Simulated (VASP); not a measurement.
GaP, 2 atoms in the cell. Symmetry: I-4m2, No. 119, tetragonal system. Conventional cell: a = 3.854 Å, b = 3.854 Å, c = 5.369 Å, α = 90.00°, β = 90.00°, γ = 90.00°. Within 3.1 Å of Ga (site symmetry -4m2) lie 4 P at 2.35 Å. Within 3.1 Å of P (site symmetry -4m2) lie 4 Ga at 2.35 Å.  This cell differs from its parent crystal: strain -0.0150 x Voigt [0, 1, 0, 0, 0, 0].

```yaml
Program: VASP 6.6.1
Task: single point
Functional: PBE
Potentials_or_basis: VASP PAW PBE potentials, release 64 (Ga_d, P)
Cutoff: 520 eV
k_mesh: 8 × 8 × 8
Occupations: gaussian, width 0.05 eV
Spin: no spin polarisation
Dipole_correction: no
Further_INCAR_settings: ALGO = Normal; EDIFF = 1e-06; NBANDS = 16
```

Potentials or basis: VASP PAW PBE potentials, release 64 (Ga_d, P).

The run is started by

```console
$ cat potpaw_PBE.64/Ga_d/POTCAR potpaw_PBE.64/P/POTCAR > POTCAR
$ mpirun -np 1 vasp_std > vasp.out
```

Hardware: 1 thread of Intel(R) Xeon(R) Platinum 8488C (Sapphire Rapids) (shared host).

Task: How long does it take, and how much memory?

Result: Wall time 25 s on 1 thread of Intel(R) Xeon(R) Platinum 8488C (Sapphire Rapids), with other jobs on the host, peak memory 0.18 GiB. Counts: scf iterations 12, k points 59.
